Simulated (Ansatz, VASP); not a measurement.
## Sc3Re: VASP beside Ansatz

The input INCAR:

```
SYSTEM = Sc3Re
ALGO     = Normal         ! electronic algorithm
EDIFF    = 1E-6           ! SCF threshold, eV
ENCUT    = 520            ! plane-wave cutoff, eV
GGA      = PE             ! functional
ISIF     = 2              ! what is computed and relaxed
ISMEAR   = 0              ! smearing method
LASPH    = .TRUE.         ! aspherical terms in the spheres
LCHARG   = .FALSE.        ! write CHGCAR
LREAL    = .FALSE.        ! projectors in reciprocal space
LWAVE    = .FALSE.        ! write WAVECAR
NBANDS   = 28             ! bands
NELM     = 100            ! most SCF steps
PREC     = Accurate       ! precision mode
SIGMA    = 0.1            ! smearing width, eV
```

The input KPOINTS:

```
k-points
0
G
  4 4 4
  0 0 0
```

POSCAR

```
Sc3Re
1.0
    4.1338729917      0.0000000000      0.0000000000
    0.0000000000      4.1338729917      0.0000000000
    0.0000000000      0.0000000000      4.1338729917
Sc Re
3 1
Direct
    0.0000000000      0.5000000000      0.5000000000
    0.5000000000      0.0000000000      0.5000000000
    0.5000000000      0.5000000000      0.0000000000
    0.0000000000      0.0000000000      0.0000000000
```

Input for Ansatz:

```yaml
crystal:
  lattice:
    - [4.1338729917, 0.0, 0.0]
    - [0.0, 4.1338729917, 0.0]
    - [0.0, 0.0, 4.1338729917]
  atoms:
    - { symbol: Sc, position: [0.0, 0.5, 0.5] }
    - { symbol: Sc, position: [0.5, 0.0, 0.5] }
    - { symbol: Sc, position: [0.5, 0.5, 0.0] }
    - { symbol: Re, position: [0.0, 0.0, 0.0] }
basis:
  ecutwfc: 420
kpoints:
  mp_grid: { grid: [4, 4, 4] }
hamiltonian:
  xc: pbe
scf:
  occupations: { method: gaussian, width: 0.1 }
  lower_state_search: "off"
output:
  forces: true
  stress: true
  eigenvalues: true
```

Alike in both runs: task single point; functional PBE; k mesh 4 × 4 × 4; occupations gaussian, width 0.1 eV; no spin polarisation.

```csv
,VASP,Ansatz
version,VASP 6.6.1,Ansatz 0.2.0
potentials or method,"VASP PAW PBE potentials, release 64 (Sc_sv, Re), cutoff 520 eV","scalar-relativistic, plane waves, PAW"
valence electrons in the cell,40,48
```

```csv
,VASP,Ansatz,Ansatz less VASP
gap on the k mesh at the Fermi level (eV),none,none,-
pressure (GPa),15.3,15.1,-0.17
```

A gap of «none» marks a metal or a gap that the smearing closes. VASP's potentials hold 40 valence electrons a cell and Ansatz's 48, so a difference there can come from the potentials and not from the codes.

The k mesh is coarse, so the values compare programs but aren't converged. Spin-orbit coupling is off throughout.
